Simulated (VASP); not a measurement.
# MgO (Fm-3m) in VASP: notebook

Runs on MgO. Level: PBEsol. Tasks: vibrations by perturbation theory.

Program: VASP 6.6.1. These are calculated values, not measurements. Logs are shortened: lines on timing, memory, paths and dates and some standing lists are left out, and cuts for length are marked.

### Step 1. The cell of the first run

Symmetry: Fm-3m, No. 225, cubic system. The conventional cell has a = 4.180 Å, b = 4.180 Å, c = 4.180 Å, α = 90.00°, β = 90.00°, γ = 90.00°. Within 2.8 Å of Mg (site symmetry m-3m) lie 6 O at 2.09 Å. O (site symmetry m-3m) has 6 Mg at 2.09 Å within 2.8 Å.

### Step 2. Vibrations by perturbation theory, PBEsol

INCAR

```
SYSTEM = MgO
  PREC = Accurate
  ENCUT = 520
  EDIFF = 1E-8
  ISMEAR = 0
  SIGMA = 0.01
  LREAL = .FALSE.
  LASPH = .TRUE.
  NELM = 80
  ALGO = Normal
  ISIF = 2
  LWAVE = .FALSE.
  LCHARG = .FALSE.
  GGA = PS
  IBRION = 8
  NSW = 1
  LEPSILON = .TRUE.
```

KPOINTS

```
regular mesh
0
G
  10 10 10
  0 0 0
```

POSCAR

```
MgO
1.0
    0.0000000000      2.0901831265      2.0901831265
    2.0901831265      0.0000000000      2.0901831265
    2.0901831265      2.0901831265      0.0000000000
Mg O
1 1
Direct
    0.0000000000      0.0000000000      0.0000000000
    0.5000000000      0.5000000000      0.5000000000
```

Potentials or basis: VASP PAW PBE potentials, release 64 (Mg, O).

Started as:

```bash
cat potpaw_PBE.64/Mg/POTCAR potpaw_PBE.64/O/POTCAR > POTCAR
mpirun -np 1 vasp_std > vasp.out
```

OUTCAR:

```text
SYSTEM = MgO
   PREC = Accurate
   ENCUT = 520
   EDIFF = 1E-8
   ISMEAR = 0
   LREAL = .FALSE.
   LASPH = .TRUE.
   NELM = 80
   ISIF = 2
   GGA = PS
   IBRION = 8
   NSW = 1
   LEPSILON = .TRUE.

 ion  position               nearest neighbor table
   1  0.000  0.000  0.000-   2 2.09   2 2.09   2 2.09   2 2.09   2 2.09   2 2.09
   2  0.500  0.500  0.500-   1 2.09   1 2.09   1 2.09   1 2.09   1 2.09   1 2.09

  LATTYP: Found a face centered cubic cell.
 ALAT       =     4.1803662530

  Lattice vectors:

 A1 = (   0.0000000000,   2.0901831265,   2.0901831265)
 A2 = (   2.0901831265,   0.0000000000,   2.0901831265)
 A3 = (   2.0901831265,   2.0901831265,   0.0000000000)

Analysis of symmetry for initial positions (statically):
=====================================================================
 Subroutine PRICEL returns:
 Original cell was already a primitive cell.

 Routine SETGRP: Setting up the symmetry group for a
 face centered cubic supercell.

 Subroutine GETGRP returns: Found 48 space group operations
 (whereof 48 operations were pure point group operations)
 out of a pool of 48 trial point group operations.

The static configuration has the point symmetry O_h .

Analysis of symmetry for dynamics (positions and initial velocities):
=====================================================================
 Subroutine PRICEL returns:
 Original cell was already a primitive cell.

 Routine SETGRP: Setting up the symmetry group for a
 face centered cubic supercell.

 Subroutine GETGRP returns: Found 48 space group operations
 (whereof 48 operations were pure point group operations)
 out of a pool of 48 trial point group operations.

The dynamic configuration has the point symmetry O_h .

 Subroutine INISYM returns: Found 48 space group operations
 (whereof 48 operations are pure point group operations),
 and found     1 'primitive' translations

----------------------------------------------------------------------------------------

                                     Primitive cell

  volume of cell :      18.2635

  direct lattice vectors                    reciprocal lattice vectors
     0.000000000  2.090183126  2.090183126    -0.239213490  0.239213490  0.239213490
     2.090183126  0.000000000  2.090183126     0.239213490 -0.239213490  0.239213490
     2.090183126  2.090183126  0.000000000     0.239213490  0.239213490 -0.239213490

  length of vectors
     2.955965325  2.955965325  2.955965325     0.414329918  0.414329918  0.414329918

  position of ions in fractional coordinates (direct lattice)
     0.000000000  0.000000000  0.000000000
     0.500000000  0.500000000  0.500000000

  ion indices of the primitive-cell ions
   primitive index   ion index
                 1           1
                 2           2

----------------------------------------------------------------------------------------

 KPOINTS: regular mesh

Automatic generation of k-mesh.
 Grid dimensions read from file:
[... 416 lines left out ...]
 ------------------------------------------------------

 Free energy of the ion-electron system (eV)
  ---------------------------------------------------
  ---------------------------------------------------
  free energy    TOTEN  =        -0.11752779 eV

  energy without entropy =       -0.11752779

------------------------ aborting loop because EDIFF is reached ----------------------------------------

--------------------------------------- Ionic step        2  -------------------------------------------

------------------------ aborting loop because EDIFF is reached ----------------------------------------

--------------------------------------- Ionic step        3  -------------------------------------------

------------------------ aborting loop because EDIFF is reached ----------------------------------------

 PIEZOELECTRIC TENSOR FIELD DIRECTION 3  (e Angst)
 -----------------------------------------------------------------------------
    -0.00015  0.00000  0.00000           ( -0.00001  0.00000  0.00000)
     0.00000 -0.00015 -0.00000           (  0.00000 -0.00001  0.00000)
     0.00000  0.00000 -0.00018           (  0.00000  0.00000 -0.00001)

 PIEZOELECTRIC TENSOR FIELD DIRECTION 3  (C/m^2)
 -----------------------------------------------------------------------------
    -0.00013  0.00000  0.00000
     0.00000 -0.00013 -0.00000
     0.00000  0.00000 -0.00016

--------------------------------------- Ionic step        4  -------------------------------------------

------------------------ aborting loop because EDIFF is reached ----------------------------------------

[... ionic steps 5 to 6 ...]

--------------------------------------- Ionic step        7  -------------------------------------------

 Free energy of the ion-electron system (eV)
  ---------------------------------------------------
  ---------------------------------------------------
  free energy    TOTEN  =        -0.35747144 eV

  energy without entropy =       -0.35747144

------------------------ aborting loop because EDIFF is reached ----------------------------------------

 INTERNAL STRAIN TENSOR  FOR ION    2  DIRECTION 1   (eV/Angst):
 -----------------------------------------------------------------------------
    -0.00480  0.00000  0.00000
     0.00000  0.00705  0.00000
     0.00000  0.00000  0.00705

 MACROSCOPIC STATIC DIELECTRIC TENSOR (including local field effects in DFT)
 ------------------------------------------------------
           3.138971     0.000000    -0.000000
           0.000000     3.138971     0.000000
          -0.000000    -0.000000     3.138971
 ------------------------------------------------------

 PIEZOELECTRIC TENSOR (including local field effects)  for field in x, y, z        (e  Angst)
          XX          YY          ZZ          XY          YZ          ZX
  --------------------------------------------------------------------------------
  x     0.00000     0.00000     0.00000     0.00000     0.00000     0.00000
  y     0.00000     0.00000     0.00000     0.00000     0.00000     0.00000
  z     0.00000     0.00000     0.00000     0.00000     0.00000     0.00000

 PIEZOELECTRIC TENSOR (including local field effects)  for field in x, y, z        (C/m^2)
          XX          YY          ZZ          XY          YZ          ZX
  --------------------------------------------------------------------------------
  x     0.00000     0.00000     0.00000     0.00000     0.00000     0.00000
  y     0.00000     0.00000     0.00000     0.00000     0.00000     0.00000
  z     0.00000     0.00000     0.00000     0.00000     0.00000     0.00000

 BORN EFFECTIVE CHARGES (including local field effects) (in |e|, cummulative output)
 ---------------------------------------------------------------------------------
 ion    1
    1     1.95658    -0.00000     0.00000
    2    -0.00000     1.95658    -0.00000
    3     0.00000     0.00000     1.95658
 ion    2
    1    -1.95658     0.00000    -0.00000
    2     0.00000    -1.95658     0.00000
    3    -0.00000    -0.00000    -1.95658

 INTERNAL STRAIN TENSOR FOR ION    2 for displacements in x,y,z  (eV/Angst):
          X           Y           Z          XY          YZ          ZX
  --------------------------------------------------------------------------------
  x     0.00000     0.00000     0.00000     0.00000     0.00000     0.00000
  y     0.00000     0.00000     0.00000     0.00000     0.00000     0.00000
  z     0.00000     0.00000     0.00000     0.00000     0.00000     0.00000

 SECOND DERIVATIVES (NOT SYMMETRIZED)
 ------------------------------------
               1X          1Y          1Z          2X          2Y          2Z
  1X    -6.038788    0.000000    0.000000    6.038788    0.000000    0.000000
  1Y     0.000000   -6.038788    0.000000    0.000000    6.038788    0.000000
  1Z     0.000000    0.000000   -6.038788    0.000000    0.000000    6.038788
  2X     6.048545    0.000000    0.000000   -6.048545    0.000000    0.000000
  2Y     0.000000    6.048545    0.000000    0.000000   -6.048545    0.000000
  2Z     0.000000    0.000000    6.048545    0.000000    0.000000   -6.048545

 Eigenvectors and eigenvalues of the dynamical matrix
 ----------------------------------------------------

   1 f  =   12.373962 THz    77.747896 2PiTHz  412.750943 cm-1    51.174572 meV
             X         Y         Z           dx          dy          dz
      0.000000  0.000000  0.000000     0.000000    0.629751    0.000000
      2.090183  2.090183  2.090183     0.000000   -0.776797    0.000000
[... 21 lines left out ...]
   6 f/i=    0.004886 THz     0.030700 2PiTHz    0.162980 cm-1     0.020207 meV
             X         Y         Z           dx          dy          dz
      0.000000  0.000000  0.000000     0.000000    0.000000    0.776797
      2.090183  2.090183  2.090183     0.000000    0.000000    0.629751

--------------------------------------------------------------------------------------------------------

 MACROSCOPIC STATIC DIELECTRIC TENSOR IONIC CONTRIBUTION
 ------------------------------------------------------
           6.275949    -0.000000     0.000000
          -0.000000     6.275949     0.000000
           0.000000     0.000000     6.275949
 ------------------------------------------------------

 ELASTIC MODULI CONTR FROM IONIC RELAXATION (kBar)
 Direction    XX          YY          ZZ          XY          YZ          ZX
 --------------------------------------------------------------------------------
 XX           0.0000      0.0000      0.0000      0.0000      0.0000      0.0000
 YY           0.0000      0.0000      0.0000      0.0000      0.0000      0.0000
 ZZ           0.0000      0.0000      0.0000      0.0000      0.0000      0.0000
 XY           0.0000      0.0000      0.0000      0.0000      0.0000      0.0000
 YZ           0.0000      0.0000      0.0000      0.0000      0.0000      0.0000
 ZX           0.0000      0.0000      0.0000      0.0000      0.0000      0.0000
 --------------------------------------------------------------------------------

 PIEZOELECTRIC TENSOR IONIC CONTR  for field in x, y, z        (C/m^2)
          XX          YY          ZZ          XY          YZ          ZX
  --------------------------------------------------------------------------------
  x     0.00000     0.00000     0.00000     0.00000     0.00000     0.00000
  y     0.00000     0.00000     0.00000     0.00000     0.00000     0.00000
  z     0.00000     0.00000     0.00000     0.00000     0.00000     0.00000
```

Run time: 1.9 min. Hardware: 1 thread of AMD EPYC 7R13 (Zen 3), shared host; peak memory 0.16 GiB.

What came out:

```yaml
Electronic_dielectric_tensor_diagonal: 3.14
Born_charges_mean_of_the_diagonal: Mg +1.96; O -1.96 e
Highest_phonon_frequency_at_Γ_LO-TO_splitting_left_out: 413 cm⁻¹
```

Phonon frequencies in cm⁻¹ (negative: imaginary):
```tsv
q point	frequencies
(0.000, 0.000, 0.000)	0 0 0 413 413 413
```

Electronic dielectric tensor:
```
3.14 0.00 0.00
0.00 3.14 0.00
0.00 0.00 3.14
```

Born effective charge tensors (e):
atom 1, Mg
```
1.96 0.00 0.00
0.00 1.96 0.00
0.00 0.00 1.96
```
atom 2, O
```
-1.96  0.00  0.00
 0.00 -1.96  0.00
 0.00  0.00 -1.96
```

Caveat: the cell wasn't relaxed at this level first, which shifts response properties; the PAW data sets were made with another functional, which shifts forces and pressure a little.

### Step 3. Vibrations by perturbation theory, PBEsol

This run uses another cell than the first one, of 7.84 Å³/atom, 0.859 times its volume.

INCAR

```
SYSTEM = MgO
PREC = Accurate ; ENCUT = 520
EDIFF = 1E-8 ; ISMEAR = 0
SIGMA = 0.01 ; LREAL = .FALSE.
LASPH = .TRUE. ; NELM = 80
ALGO = Normal ; ISIF = 2
LWAVE = .FALSE. ; LCHARG = .FALSE.
GGA = PS ; IBRION = 8
NSW = 1 ; LEPSILON = .TRUE.
```

KPOINTS is that of step 2.

POSCAR

```
MgO
1.0
    0.0000000000      1.9866989619      1.9866989619
    1.9866989619      0.0000000000      1.9866989619
    1.9866989619      1.9866989619      0.0000000000
Mg O
1 1
Direct
    0.0000000000      0.0000000000      0.0000000000
    0.5000000000      0.5000000000      0.5000000000
```

Potentials or basis: VASP PAW PBE potentials, release 64 (Mg, O).

Started as:

```bash
cat potpaw_PBE.64/Mg/POTCAR potpaw_PBE.64/O/POTCAR > POTCAR
mpirun -np 1 vasp_std > vasp.out
```

OUTCAR:

```text
SYSTEM = MgO
   PREC = Accurate
   ENCUT = 520
   EDIFF = 1E-8
   ISMEAR = 0
   LREAL = .FALSE.
   LASPH = .TRUE.
   NELM = 80
   ISIF = 2
   GGA = PS
   IBRION = 8
   NSW = 1
   LEPSILON = .TRUE.

 ion  position               nearest neighbor table
   1  0.000  0.000  0.000-   2 1.99   2 1.99   2 1.99   2 1.99   2 1.99   2 1.99
   2  0.500  0.500  0.500-   1 1.99   1 1.99   1 1.99   1 1.99   1 1.99   1 1.99

[... 595 lines left out ...]
      1.986699  1.986699  1.986699     0.000000   -0.776595    0.000000
[... 21 lines left out ...]
   6 f/i=    0.001269 THz     0.007971 2PiTHz    0.042316 cm-1     0.005247 meV
             X         Y         Z           dx          dy          dz
      0.000000  0.000000  0.000000     0.000000    0.000000    0.776595
      1.986699  1.986699  1.986699     0.000000    0.000000    0.630000

--------------------------------------------------------------------------------------------------------

 MACROSCOPIC STATIC DIELECTRIC TENSOR IONIC CONTRIBUTION
 ------------------------------------------------------
           3.682990     0.000000     0.000000
           0.000000     3.682990    -0.000000
           0.000000    -0.000000     3.682990
 ------------------------------------------------------

 ELASTIC MODULI CONTR FROM IONIC RELAXATION (kBar)
 Direction    XX          YY          ZZ          XY          YZ          ZX
 --------------------------------------------------------------------------------
 XX           0.0000      0.0000      0.0000      0.0000      0.0000      0.0000
 YY           0.0000      0.0000      0.0000      0.0000      0.0000      0.0000
 ZZ           0.0000      0.0000      0.0000      0.0000      0.0000      0.0000
 XY           0.0000      0.0000      0.0000      0.0000      0.0000      0.0000
 YZ           0.0000      0.0000      0.0000      0.0000      0.0000      0.0000
 ZX           0.0000      0.0000      0.0000      0.0000      0.0000      0.0000
 --------------------------------------------------------------------------------

 PIEZOELECTRIC TENSOR IONIC CONTR  for field in x, y, z        (C/m^2)
          XX          YY          ZZ          XY          YZ          ZX
  --------------------------------------------------------------------------------
  x     0.00000     0.00000     0.00000     0.00000     0.00000     0.00000
  y     0.00000     0.00000     0.00000     0.00000     0.00000     0.00000
  z     0.00000     0.00000     0.00000     0.00000     0.00000     0.00000
```

stdout:

```text
POSCAR found type information on POSCAR MgO
 POSCAR found :  2 types and       2 ions
 scaLAPACK will be used
 -----------------------------------------------------------------------------
|                                                                             |
|                                                                             |
[... 39 lines left out ...]
 first order change of Fermi-energy   0.62073E-04
 force on displaced ion       1 direction 1 : -11.270   0.000   0.000
 Born effective charge ion    1 direction 1 :   1.896   0.000   0.000
 Linear response progress:
 first order change of Fermi-energy   0.11402E-02
 force on displaced ion       2 direction 1 : -11.273   0.000   0.000
 Born effective charge ion    2 direction 1 :  -1.897   0.000   0.000
 Born effective charges drift removed
 Linear response finished
```

Run time: 1.9 min. Hardware: 1 thread of AMD EPYC 7R13 (Zen 3), shared host; peak memory 0.15 GiB.

Results:

```
Electronic dielectric tensor (diagonal)                 : 2.99
Born charges (mean of the diagonal)                     : Mg +1.90; O -1.90 e
Highest phonon frequency at Γ, LO-TO splitting left out : 564 cm⁻¹
```

Phonon frequencies in cm⁻¹ (negative: imaginary):
| q point | frequencies |
| --- | --- |
| (0.000, 0.000, 0.000) | 0 0 0 564 564 564 |

Electronic dielectric tensor:
```
2.99 0.00 0.00
0.00 2.99 0.00
0.00 0.00 2.99
```

Born effective charge tensors (e):
atom 1, Mg
```
1.90 0.00 0.00
0.00 1.90 0.00
0.00 0.00 1.90
```
atom 2, O
```
-1.90  0.00  0.00
 0.00 -1.90  0.00
 0.00  0.00 -1.90
```

Caveat: the cell wasn't relaxed at this level first, which shifts response properties; the PAW data sets were made with another functional, which shifts forces and pressure a little.

(Continued in part 2 of 2.)
